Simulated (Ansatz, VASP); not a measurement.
One calculation of Sb, two programs

The input INCAR:

```
SYSTEM = Sb
PREC = Accurate
ENCUT = 520
EDIFF = 1E-6
ISMEAR = -1
SIGMA = 0.05
LREAL = .FALSE.
LASPH = .TRUE.
NELM = 60
ALGO = Normal
ISIF = 2
LWAVE = .FALSE.
LCHARG = .FALSE.
GGA = PE
NBANDS = 8
```

File KPOINTS:

```
Automatic mesh
0
G
  19 19 19
  0 0 0
```

Contents of POSCAR:

```
Sb
1.0
   -1.4452250000      1.5196250000      2.4800000000
    1.5196250000     -1.4452250000      2.4800000000
    1.4903750000      1.4903750000     -2.4348500000
Sb
1
Direct
    0.0000000000      0.0000000000      0.0000000000
```

Input for Ansatz:

```yaml
crystal:
  lattice:
    - [-1.445225, 1.519625, 2.48]
    - [1.519625, -1.445225, 2.48]
    - [1.490375, 1.490375, -2.43485]
  atoms:
    - { symbol: Sb, position: [0.0, 0.0, 0.0] }
kpoints:
  mp_grid: { grid: [19, 19, 19] }
  band_path:
    path:
      - [0.0, 0.0, 0.0]
      - [0.5, 0.5, -0.5]
      - [0.8068646605, 0.1931353395, -0.5]
      - [0.1931353395, -0.1931353395, -0.5]
      - [0.0, 0.0, -0.5]
      - [0.0, 0.0, 0.0]
      - [0.5, -0.5, 0.0]
      - [0.5, 0.0, -0.5]
      - [0.0, 0.0, 0.0]
    npoints: 5
scf:
  occupations: { method: fermi_dirac, width: 0.05 }
hamiltonian:
  xc: pbe
  pseudopotentials: { kind: all_electron, lapw: { basis_error: 0.00025 } }
output:
  forces: true
  stress: true
  eigenvalues: true
```

Change from the starting cell: equal xy, yz and zx shear strains of +3 %.

Alike in both runs: task single point; functional PBE; k mesh 19 × 19 × 19; occupations fermi-dirac, width 0.05 eV; no spin polarisation.

|  | VASP | Ansatz |
| --- | --- | --- |
| version | VASP 6.6.1 | Ansatz 0.2.0 |
| potentials or method | VASP PAW PBE potentials, release 64 (Sb), cutoff 520 eV | all-electron LAPW, scalar-relativistic |

Ansatz gave:

* pressure (GPa): 19.5
* traceless stress, the component that is largest in VASP (GPa): 1.14

Question: Which values does VASP return?

Answer: Pressure (GPa): 19.4; traceless stress, the component that is largest in VASP (GPa): 1.14.

Ansatz ran all-electron here, and VASP with PAW potentials.

Neither program's run includes spin-orbit coupling.
